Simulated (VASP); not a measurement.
Input of a VASP 6.6.1 run:

Contents of POSCAR:

```
Li
1.0
   -1.8010825000      1.8010825000      1.8010825000
    1.8010825000     -1.8010825000      1.8010825000
    1.8010825000      1.8010825000     -1.8010825000
Li
1
Direct
    0.0000000000      0.0000000000      0.0000000000
```

The input INCAR.step1:

```
ALGO = Normal
EDIFF = 1E-4
ENCUT = 520
GGA = PE
ISMEAR = 0
LASPH = T
LCHARG = F
LREAL = F
LWAVE = T
NBANDS = 8
NELM = 100
PREC = Accurate
SIGMA = 0.1
```

File INCAR.step2:

```
ALGO = Normal
EDIFF = 1E-6
ENCUT = 520
ISIF = 2
ISMEAR = 0
ISTART = 1
LASPH = T
LCHARG = T
LELF = T
LMIXTAU = T
LREAL = F
LVHAR = T
LWAVE = F
METAGGA = R2SCAN
NBANDS = 8
NELM = 100
PREC = Accurate
SIGMA = 0.1
```

The input KPOINTS:

```
k-points
0
Gamma
  16 16 16
```

Potentials or basis: VASP PAW PBE potentials, release 64 (Li_sv).

The run is started by

```bash
$ cat potpaw_PBE.64/Li_sv/POTCAR > POTCAR
$ cp INCAR.step1 INCAR
$ mpirun -np 1 vasp_std > vasp.out
$ cp INCAR.step2 INCAR
$ mpirun -np 1 vasp_std > vasp.out
```

**Question.** Predict the band gap on the k mesh.

**Answer.** Zero (an odd number of electrons rules out a gap without spin polarisation).

Caveat: the cell differs from its parent crystal (strained).
